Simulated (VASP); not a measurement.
# SnO2 (fluorite type) (Fm-3m) in VASP: a series of runs

SnO2 (fluorite type) is run at these levels: PBE; tasks: single point.

All numbers are computed with VASP 6.6.1; they aren't measurements. Logs are shortened: lines on timing, memory, paths and dates and some standing lists are left out, and cuts for length are marked.

### Step 1. The cell of the first run

It takes space group Fm-3m (No. 225, cubic). The conventional cell has a = 5.211 Å, b = 5.211 Å, c = 5.211 Å, α = 90.00°, β = 90.00°, γ = 90.00°. Sn (site symmetry m-3m) has 8 O at 2.26 Å within 3.0 Å. O (site symmetry -43m) has 4 Sn at 2.26 Å and 6 O at 2.61 Å within 3.0 Å.

### Step 2. Single point, PBE

INCAR reads:

```
PREC = Accurate
ENCUT = 520
EDIFF = 1E-6
ISMEAR = -1
SIGMA = 0.06122561905347299
LREAL = F
LASPH = T
NELM = 60
ALGO = Normal
ISIF = 2
LWAVE = F
LCHARG = T
GGA = PE
LELF = T
LVHAR = T
NBANDS = 20
```

KPOINTS reads:

```
Automatic mesh
0
Gamma
  13 13 13
```

POSCAR reads:

```
SnO2
1.0
    0.0000000000      2.6052814978      2.6052814978
    2.6052814978      0.0000000000      2.6052814978
    2.6052814978      2.6052814978      0.0000000000
Sn O
1 2
Direct
    0.0000000000      0.0000000000      0.0000000000
    0.2500000000      0.2500000000      0.2500000000
    0.7500000000      0.7500000000      0.7500000000
```

Potentials or basis: VASP PAW PBE potentials, release 64 (Sn_d, O).

On the command line:

```sh
$ cat potpaw_PBE.64/Sn_d/POTCAR potpaw_PBE.64/O/POTCAR > POTCAR
$ mpirun -np 1 vasp_std > vasp.out
```

OUTCAR:

```text
PREC = Accurate
   ENCUT = 520
   EDIFF = 1E-6
   ISMEAR = -1
   LREAL = F
   LASPH = T
   NELM = 60
   ISIF = 2
   GGA = PE

 ion  position               nearest neighbor table
   1  0.000  0.000  0.000-   3 2.26   3 2.26   3 2.26   2 2.26   3 2.26   2 2.26   2 2.26   2 2.26

   2  0.250  0.250  0.250-   1 2.26   1 2.26   1 2.26   1 2.26
   3  0.750  0.750  0.750-   1 2.26   1 2.26   1 2.26   1 2.26

  LATTYP: Found a face centered cubic cell.
 ALAT       =     5.2105629956

  Lattice vectors:

 A1 = (   0.0000000000,   2.6052814978,   2.6052814978)
 A2 = (   2.6052814978,   0.0000000000,   2.6052814978)
 A3 = (   2.6052814978,   2.6052814978,   0.0000000000)

Analysis of symmetry for initial positions (statically):
=====================================================================
 Subroutine PRICEL returns:
 Original cell was already a primitive cell.

 Routine SETGRP: Setting up the symmetry group for a
 face centered cubic supercell.

 Subroutine GETGRP returns: Found 48 space group operations
 (whereof 48 operations were pure point group operations)
 out of a pool of 48 trial point group operations.

The static configuration has the point symmetry O_h .

Analysis of symmetry for dynamics (positions and initial velocities):
=====================================================================
 Subroutine PRICEL returns:
 Original cell was already a primitive cell.

 Routine SETGRP: Setting up the symmetry group for a
 face centered cubic supercell.

 Subroutine GETGRP returns: Found 48 space group operations
 (whereof 48 operations were pure point group operations)
 out of a pool of 48 trial point group operations.

The dynamic configuration has the point symmetry O_h .

 Subroutine INISYM returns: Found 48 space group operations
 (whereof 48 operations are pure point group operations),
 and found     1 'primitive' translations

----------------------------------------------------------------------------------------

                                     Primitive cell

  volume of cell :      35.3667

  direct lattice vectors                    reciprocal lattice vectors
     0.000000000  2.605281498  2.605281498    -0.191917841  0.191917841  0.191917841
     2.605281498  0.000000000  2.605281498     0.191917841 -0.191917841  0.191917841
     2.605281498  2.605281498  0.000000000     0.191917841  0.191917841 -0.191917841

  length of vectors
     3.684424428  3.684424428  3.684424428     0.332411451  0.332411451  0.332411451
[... 81 lines left out ...]
   ENCUT  =  520.0 eV  38.22 Ry    6.18 a.u.   6.85  6.85  6.85*2*pi/ulx,y,z
   NELM   =     60;   NELMIN=  2; NELMDL= -5     # of ELM steps
   EDIFF  = 0.1E-05   stopping-criterion for ELM
   LREAL  =      F    real-space projection
   EDIFFG = 0.1E-04   stopping-criterion for IOM
   NSW    =      0    number of steps for IOM
   IBRION =     -1    ionic relax: 0-MD 1-quasi-New 2-CG
   NFREE  =      0    steps in history (QN), initial steepest desc. (CG)
   ISIF   =      2    stress and relaxation
   ISYM   =      2    0-nonsym 1-usesym 2-fastsym
   POTIM  = 0.5000    time-step for ionic-motion
   TEBEG  =    0.0;   TEEND  =   0.0 temperature during run
   PSTRESS=    0.0 pullay stress
   NELECT =      26.0000    total number of electrons
   NUPDOWN=      -1.0000    fix difference up-down
   EMIN   =  10.00;   EMAX   =-10.00  energy-range for DOS
   EFERMI =   0.00;   METHOD = LEGACY
   ISMEAR =    -1;   SIGMA  =   0.06  broadening in eV -4-tet -1-fermi 0-gaus
   EFERMI_NEDOS =   21; number of points for ismear=-14 and -15
   IALGO  =     38    algorithm
   IMIX   =      4    mixing-type and parameters
     AMIX     =   0.40;   BMIX     =  1.00
     AMIX_MAG =   1.60;   BMIX_MAG =  1.00
  volume/ion in A,a.u.               =      11.79        79.56
  Fermi-wavevector in a.u.,A,eV,Ry     =   1.477524  2.792116 29.702579  2.183078
  Thomas-Fermi vector in A             =   2.591918
   LORBIT       =      0    0 simple, 1 ext, 2 COOP (PROOUT), +10 PAW based schemes
   GGA     = PE    functional components
   LHFCALC =     F    Hartree Fock is set to
   AEXX    =    0.0000 exact exchange contribution
   IVDW    =     0    specifies the selected vdW correction
   LEPSILON=     F    determine dielectric tensor
   LRPA    =     F    only Hartree local field effects (RPA)
 non-spin polarized calculation
  energy-cutoff  :      520.00
  volume of cell :       35.37
 maximum number of plane-waves:       966
   NGX = 13   NGY = 13   NGZ = 13

 number of electron      26.0000010 magnetization

 Free energy of the ion-electron system (eV)
  ---------------------------------------------------
  ext. energy  EPLUGINS =         0.00000000
  ---------------------------------------------------
  free energy    TOTEN  =       -17.89409069 eV

  energy without entropy =      -17.89302760  energy(sigma->0) =      -17.89355915

 E-fermi :   7.0626     XC(G=0): -11.4689

 val. band max:        6.8075445949   @ k =  -0.3077   0.4615   0.2308
 cond. band min:       7.1703878485   @ k =   0.0769   0.0000   0.0000
 fundamental gap:      0.3628432535
 Fermi energy:         7.0626225476

 k-point     1 :       0.0000    0.0000    0.0000
  band No.  band energies     occupation
      1     -13.7230      2.00000
      2     -13.7230      2.00000
      3     -13.7230      2.00000
      4     -13.6212      2.00000
      5     -13.6212      2.00000
      6     -12.1372      2.00000
[... 541 lines left out ...]
     19      22.2795      0.00000
     20      24.4860      0.00000

 [... further k-points ...]

------------------------ aborting loop because EDIFF is reached ----------------------------------------

  FORCE on cell =-STRESS in cart. coord.  units (eV):
  Direction    XX          YY          ZZ          XY          YZ          ZX
  --------------------------------------------------------------------------------------
  -------------------------------------------------------------------------------------
  Total       -1.3554096     -1.3554096     -1.3554096      0.0000000      0.0000000      0.0000000
  in kB      -61.4026609    -61.4026609    -61.4026609      0.0000000      0.0000000      0.0000000
  external PRESSURE =     -61.4026609 kB  Pullay stress =       0.0000000 kB

 VOLUME and BASIS-vectors are now :
 -----------------------------------------------------------------------------
  energy-cutoff  :      520.00
  volume of cell :       35.37
      direct lattice vectors                 reciprocal lattice vectors
     0.000000000  2.605281498  2.605281498    -0.191917841  0.191917841  0.191917841
     2.605281498  0.000000000  2.605281498     0.191917841 -0.191917841  0.191917841
     2.605281498  2.605281498  0.000000000     0.191917841  0.191917841 -0.191917841

 POSITION                                       TOTAL-FORCE (eV/Angst)
 -----------------------------------------------------------------------------------
      0.00000      0.00000      0.00000         0.000000     -0.000000      0.000000
      1.30264      1.30264      1.30264        -0.000000     -0.000000     -0.000000
      3.90792      3.90792      3.90792         0.000000      0.000000      0.000000
 -----------------------------------------------------------------------------------
    total drift:                               -0.000000      0.000000      0.000000

  FREE ENERGIE OF THE ION-ELECTRON SYSTEM (eV)
  ---------------------------------------------------
  free  energy   TOTEN  =       -17.8940906880 eV

  energy  without entropy=      -17.8930276046  energy(sigma->0) =      -17.89355915
```

stdout:

```text
POSCAR found type information on POSCAR SnO
 POSCAR found :  2 types and       3 ions
 scaLAPACK will be used
 LDA part: xc-table for (Slater+PW92), standard interpolation
 POSCAR, INCAR and KPOINTS ok, starting setup
 FFT: planning ... GRIDC
 FFT: planning ... GRID_SOFT
 FFT: planning ... GRID
 WAVECAR not read
 entering main loop
```

Run time: 28 s. Hardware: 1 thread of Intel Xeon 6975P-C (Granite Rapids), shared host; peak memory 0.19 GiB.

Results:

```
Free energy            : -17.8941 eV
Pressure               : -6.1 GPa
Band gap on the k mesh : zero (bands 13 and 14 overlap by 0.47 eV)
```

Caveat: the cell stands under tension; semilocal functionals underestimate gaps, and a narrow one can read as zero; spin-orbit coupling is left out, which moves the levels of the heavy elements.

### Step 3. Single point, PBE

This run uses another cell than the first one, of 12.02 Å³/atom.

INCAR reads:

```
SYSTEM = SnO2
PREC     = Accurate       ! precision mode
ENCUT    = 520            ! plane-wave cutoff, eV
EDIFF    = 1E-6           ! SCF threshold, eV
ISMEAR   = -1             ! smearing method
SIGMA    = 0.06122561905347299 ! smearing width, eV
LREAL    = .FALSE.        ! projectors in reciprocal space
LASPH    = .TRUE.         ! aspherical terms in the spheres
NELM     = 80             ! most SCF steps
ALGO     = Normal         ! electronic algorithm
ISIF     = 2              ! what is computed and relaxed
LWAVE    = .FALSE.        ! write WAVECAR
LCHARG   = .FALSE.        ! write CHGCAR
GGA      = PE             ! functional
NBANDS   = 20             ! bands
```

KPOINTS reads:

```
Automatic mesh
0
G
  13 13 13
  0 0 0
```

POSCAR reads:

```
SnO2
1.0
    0.0000000000      2.6218760949      2.6218760949
    2.6218760949      0.0000000000      2.6218760949
    2.6218760949      2.6218760949      0.0000000000
Sn O
1 2
Direct
    0.0000000000      0.0000000000      0.0000000000
    0.2500000000      0.2500000000      0.2500000000
    0.7500000000      0.7500000000      0.7500000000
```

Potentials or basis: VASP PAW PBE potentials, release 64 (Sn_d, O).

On the command line:

```sh
$ cat potpaw_PBE.64/Sn_d/POTCAR potpaw_PBE.64/O/POTCAR > POTCAR
$ mpirun -np 1 vasp_std > vasp.out
```

It took 27 s on 1 thread of Intel Xeon 6975P-C (Granite Rapids), shared host; peak memory 0.19 GiB.

Results (log left out):

* Free energy: -17.8629 eV
* Pressure: -8.9 GPa
* Band gap on the k mesh: zero (bands 13 and 14 overlap by 0.64 eV)

Levels at points of the mesh, in eV from the Fermi level:
```csv
k point,band 11,band 12,band 13,band 14,band 15,band 16
"(0.00, 0.00, 0.00)",-1.38,-1.38,-1.38,-0.86,6.62,6.62
```

Caveat: the cell stands under tension; semilocal functionals underestimate gaps, and a narrow one can read as zero; spin-orbit coupling is left out, which moves the levels of the heavy elements.

The gap in the log of VASP goes by the Fermi energy; the results here count the filled bands.